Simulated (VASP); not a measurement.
Rh:

```
CELL_PARAMETERS angstrom
0.00000 2.64786 2.64786
2.64786 0.00000 2.64786
2.64786 2.64786 0.00000
ATOMIC_POSITIONS crystal
Rh 0.12500 0.12500 0.12500
Rh 0.87500 0.87500 0.87500
```

```yaml
Program: VASP 6.6.1
Task: relaxation of cell and atoms
Functional: PBE
Potentials_or_basis: VASP PAW PBE potentials, release 64 (Rh_pv)
Cutoff: 600 eV
k_mesh: 10 × 10 × 10
Occupations: fermi-dirac, width 0.05 eV
Spin: collinear spin, ferromagnetic start
Starting_moments: "[1.0, 1.0] μB"
```

At the start: pressure 21.2 GPa; volume 18.56 Å³/atom.

Problem. Where does the relaxation end?

Solution. Over 18 steps the energy falls by 141.2 meV/atom and the volume is 20.97 Å³/atom (+12.9 %); space group Fd-3m (No. 227, to 0.05 Å); moment 0.00 μB per cell.

Step by step:
```
step  energy change (eV)  largest force (eV/Å)  pressure (GPa)  volume (Å³)
   1              0.0000                0.0000           21.23        37.13
   2              0.3371                0.0000          -15.79        51.98
   3             -0.2814                0.0000           -0.96        42.27
   4             -0.2824                0.0000           -0.16        42.00
   5             -0.2824                0.0000            0.14        41.90
   6             -0.2824                0.0000            0.14        41.90
   7             -0.2824                0.0000            0.13        41.91
   8             -0.2824                0.0000            0.13        41.91
   9             -0.2824                0.0000            0.13        41.91
  10             -0.2824                0.0000            0.13        41.91
  11             -0.2824                0.0000            0.13        41.91
  12             -0.2824                0.0000            0.13        41.91
  13             -0.2824                0.0000            0.12        41.91
  14             -0.2824                0.0000            0.12        41.91
  15             -0.2824                0.0000            0.12        41.91
  16             -0.2824                0.0000            0.11        41.91
  17             -0.2824                0.0000            0.08        41.92
  18             -0.2824                0.0000            0.04        41.94
```

Final structure:
```
Rh
1.0
     0.00000    2.75751    2.75751
     2.75751    0.00000    2.75751
     2.75751    2.75751    0.00000
Rh
2
Direct
  0.12500 0.12500 0.12500
  0.87500 0.87500 0.87500
```
